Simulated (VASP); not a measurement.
Wanted: the native input for a VASP 6.6.1 run.

| Item | Value |
| --- | --- |
| Task | single point |
| Functional | PBEsol |
| Potentials or basis | VASP PAW PBE potentials, release 64 (Sb) |
| Cutoff | 520 eV |
| k mesh | 1 × 1 × 1 |
| Occupations | fermi-dirac, width 0.15 eV |
| Spin | no spin polarisation |
| Dipole correction | no |
| Further INCAR settings | LREAL = Auto; ALGO = Normal; EDIFF = 1e-07; NBANDS = 90 |

The structure of Sb (a cell with a defect) lies in POSCAR:

```
Sb
1.0
    9.2500310000      0.0000000000      0.0000000000
    0.0000000000      9.2500310000      0.0000000000
    0.0000000000      0.0000000000      9.2500310000
Sb
28
Direct
    0.2601829118     -0.0808645939     -0.0920753671
   -0.1842912743     -0.1468751834      0.2200857489
   -0.2296100413      0.0374701447      0.6235762886
   -0.1518265182      0.2453505291      0.0334269150
   -0.1078050441      0.2225181732      0.3427339865
    0.1832858722      0.5704845746      0.8072405379
    0.2236100614      0.5258468864      0.1107455748
   -0.0004432418      0.5088091056      0.4202796726
   -0.3842149286      0.4307985562      0.4196310261
    0.5064955999      0.0127891463      0.1890480151
    0.1214806740     -0.1831345214      0.1679453831
    0.0629511404      0.2654153267      0.6253276340
    0.1681507878      0.2377397438      0.0035891772
    0.1930588125      0.1057077538      0.3089503160
    0.4976523862      0.5718791645      0.7329705165
    0.5418252112      0.6241276381      0.0755456928
    0.4049716158      0.7461704723      0.3601285228
    0.4396093375      0.8361809814      0.6370897568
    0.9241914973     -0.0316215156     -0.0759565022
    0.4922037559      0.1472968037      0.5370252273
    0.4882794447      0.2571667057      0.8140297043
    0.5657386446      0.3042368182      0.1092969310
    0.3016530431      0.4194580537      0.4054797222
    0.7916297794      0.3377069763      0.7210570429
    0.8552728094      0.6715653169     -0.1640751258
    0.8766457107      0.5486468099      0.1014050656
    0.7434137248      0.7221921743      0.5057712780
    0.5894899163      0.9259644643      0.8863537863
```

These files were run (other wordings do the same):

INCAR

```
PREC = Accurate ; ENCUT = 520
EDIFF = 1E-7 ; ISMEAR = -1
SIGMA = 0.15 ; LREAL = Auto
LASPH = True ; NELM = 80
ALGO = Normal ; ISIF = 2
LWAVE = False ; LCHARG = False
GGA = PS ; NBANDS = 90
```

KPOINTS

```
regular mesh
0
Gamma
  1 1 1
```

Potentials or basis: VASP PAW PBE potentials, release 64 (Sb).

The run is started by

```console
$ cat potpaw_PBE.64/Sb/POTCAR > POTCAR
$ mpirun -np 1 vasp_gam > vasp.out
```

Results of the run:

| Item | Value |
| --- | --- |
| Pressure | 2.3 GPa |
| Largest force | 2.737 eV/Å |

Caveat: the k points lie up to 0.68 Å⁻¹ apart; the PAW data sets were made with another functional, which shifts forces and pressure a little.

It took 3.2 min on 1 thread of AMD EPYC 9R45 (Zen 5), on a shared host, peak memory 0.58 GiB.
